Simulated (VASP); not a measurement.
Wanted: the native input for a VASP 6.6.1 run.

```yaml
Task: single point
Functional: PBEsol
Potentials_or_basis: VASP PAW PBE potentials, release 64 (Os)
Cutoff: 520 eV
k_mesh: 9 × 9 × 12
Occupations: fermi-dirac, width 0.1 eV
Spin: no spin polarisation
Dipole_correction: no
Further_INCAR_settings: ALGO = Normal; EDIFF = 1e-06; NBANDS = 19
```

The structure of Os lies in POSCAR:

```
Os
1.0
    4.2853606649      0.0000000000      0.0000000000
   -2.1426803324      3.7112312002      0.0000000000
    0.0000000000      0.0000000000      2.6931121954
Os
3
Direct
    0.0000000000      0.0000000000      1.0000000000
    0.3333333333      0.6666666667      0.5000000000
    0.6666666667      0.3333333333      0.5000000000
```

This isn't the form of Os at room conditions, which is hcp.

The input as run:

INCAR

```
SYSTEM = Os
  PREC = Accurate
  ENCUT = 520
  EDIFF = 1E-6
  ISMEAR = -1
  SIGMA = 0.1
  LREAL = .False.
  LASPH = .True.
  NELM = 100
  ALGO = Normal
  ISIF = 2
  LWAVE = .False.
  LCHARG = .False.
  GGA = PS
  NBANDS = 19
```

KPOINTS

```
regular mesh
0
Gamma
  9 9 12
  0 0 0
```

Potentials or basis: VASP PAW PBE potentials, release 64 (Os).

Launch:

```sh
$ cat potpaw_PBE.64/Os/POTCAR > POTCAR
$ mpirun -np 1 vasp_std > vasp.out
```

Results of the run:

```yaml
Pressure: 0.3 GPa
Band_gap_on_the_k_mesh: zero (bands 12 and 13 overlap by 2.92 eV)
```

Caveat: the PAW data sets were made with another functional, which shifts forces and pressure a little; spin-orbit coupling is left out, which moves the levels of the heavy elements.

It took 58 s on 1 thread of Intel(R) Xeon(R) Platinum 8488C (Sapphire Rapids), with other jobs on the host, peak memory 0.18 GiB.
